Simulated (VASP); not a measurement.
Write the native input for VASP 6.6.1 that does the following.

| Quantity | Value |
| --- | --- |
| Task | relaxation of cell and atoms |
| Functional | PBE |
| Potentials or basis | VASP PAW PBE potentials, release 64 (Ge_d) |
| Cutoff | 600 eV |
| k mesh | 8 × 8 × 8 |
| Occupations | fermi-dirac, width 0.05 eV |
| Spin | no spin polarisation |
| Dipole correction | no |
| Further INCAR settings | ALGO = Normal; EDIFF = 1e-06; IBRION = 2; EDIFFG = -0.01; NSW = 60; ISIF = 3 |

The structure of Ge lies in POSCAR:

```
Ge
1.0
    0.0000000000      2.8289100000      2.8289100000
    2.8289100000      0.0000000000      2.8289100000
    2.8289100000      2.8289100000      0.0000000000
Ge
2
Direct
    0.7500000000      0.7500000000      0.7500000000
    0.5000000000      0.5000000000      0.5000000000
```

These files were run (other wordings do the same):

INCAR

```
SYSTEM = Ge
ALGO = Normal
EDIFF = 1E-6
EDIFFG = -0.01
ENCUT = 600
GGA = PE
IBRION = 2
ISIF = 3
ISMEAR = -1
LASPH = .TRUE.
LCHARG = .FALSE.
LREAL = .FALSE.
LWAVE = .FALSE.
NELM = 60
NSW = 60
PREC = Accurate
SIGMA = 0.05
```

KPOINTS

```
k-points
0
G
  8 8 8
  0 0 0
```

Potentials or basis: VASP PAW PBE potentials, release 64 (Ge_d).

Command:

```bash
$ cat potpaw_PBE.64/Ge_d/POTCAR > POTCAR
$ mpirun -np 1 vasp_std > vasp.out
```

It gave:

```json
{
 "Relaxed volume": "23.85 Å³/atom",
 "Relaxed cell": "a = 4.071 Å, b = 4.071 Å, c = 4.071 Å, α = 60.00°, β = 60.00°, γ = 60.00°",
 "Space group after relaxing (to 0.05 Å)": "Fd-3m (No. 227)",
 "Energy gained by relaxing": "13.6 meV/atom",
 "Ionic steps": "5",
 "Pressure after relaxing": "0.0 GPa",
 "Band gap on the k mesh": "zero (filled and empty bands touch)"
}
```

Run time: 28 s on 1 thread of Intel(R) Xeon(R) 6975P-C (Granite Rapids) (shared host), peak memory 0.18 GiB.
